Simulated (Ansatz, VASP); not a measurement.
**Two plane-wave programs on ScAl**

Contents of INCAR:

```
ALGO     = Normal         # electronic algorithm
EDIFF    = 1E-6           # SCF threshold, eV
ENCUT    = 520            # plane-wave cutoff, eV
ISIF     = 2              # what is computed and relaxed
ISMEAR   = 0              # smearing method
LASPH    = T              # aspherical terms in the spheres
LCHARG   = T              # write CHGCAR
LELF     = T              # ELF
LREAL    = F              # projectors in reciprocal space
LVHAR    = T            
LWAVE    = F              # write WAVECAR
NBANDS   = 14             # bands
NELM     = 60             # most SCF steps
PREC     = Accurate       # precision mode
SIGMA    = 0.15           # smearing width, eV
```

The input KPOINTS:

```
k-points
0
Gamma
  14 14 14
```

Contents of POSCAR:

```
ScAl
1.0
    3.2692385009      0.0000000000      0.0000000000
    0.0000000000      3.2692385009      0.0000000000
    0.0000000000      0.0000000000      3.2692385009
Sc Al
1 1
Direct
    0.5000000000      0.5000000000      0.5000000000
    0.0000000000      0.0000000000      0.0000000000
```

Input for Ansatz:

```yaml
crystal:
  lattice:
    - [3.2692385009, 0.0, 0.0]
    - [0.0, 3.2692385009, 0.0]
    - [0.0, 0.0, 3.2692385009]
  atoms:
    - { symbol: Sc, position: [0.5, 0.5, 0.5] }
    - { symbol: Al, position: [0.0, 0.0, 0.0] }
basis:
  ecutwfc: 420
kpoints:
  mp_grid: { grid: [14, 14, 14] }
hamiltonian:
  xc: lda
scf:
  occupations: { method: gaussian, width: 0.15 }
output:
  forces: true
  stress: true
  eigenvalues: true
```

Change from the starting cell: strain -0.030 along x and y, -0.030 along z, atoms carried along.

Alike in both runs: task single point; functional LDA; k mesh 14 × 14 × 14; occupations gaussian, width 0.15 eV; no spin polarisation.

|  | VASP | Ansatz |
| --- | --- | --- |
| version | VASP 6.6.1 | Ansatz 0.2.0 |
| potentials or method | VASP PAW LDA potentials, release 64 (Sc_sv, Al), cutoff 520 eV | scalar-relativistic, plane waves, PAW |
| valence electrons in the cell | 14 | 14 |

Ansatz gave:

| Quantity | Value |
| --- | --- |
| gap on the k mesh at the Fermi level (eV) | none |
| pressure (GPa) | 3.2 |

Task: Estimate VASP's values.

Result: gap on the k mesh at the Fermi level (eV): none; pressure (GPa): 3.5.

LDA's correlation is that of Perdew and Zunger in VASP and of Perdew and Wang (1992) in Ansatz. A gap of «none» marks a metal or a gap that the smearing closes.
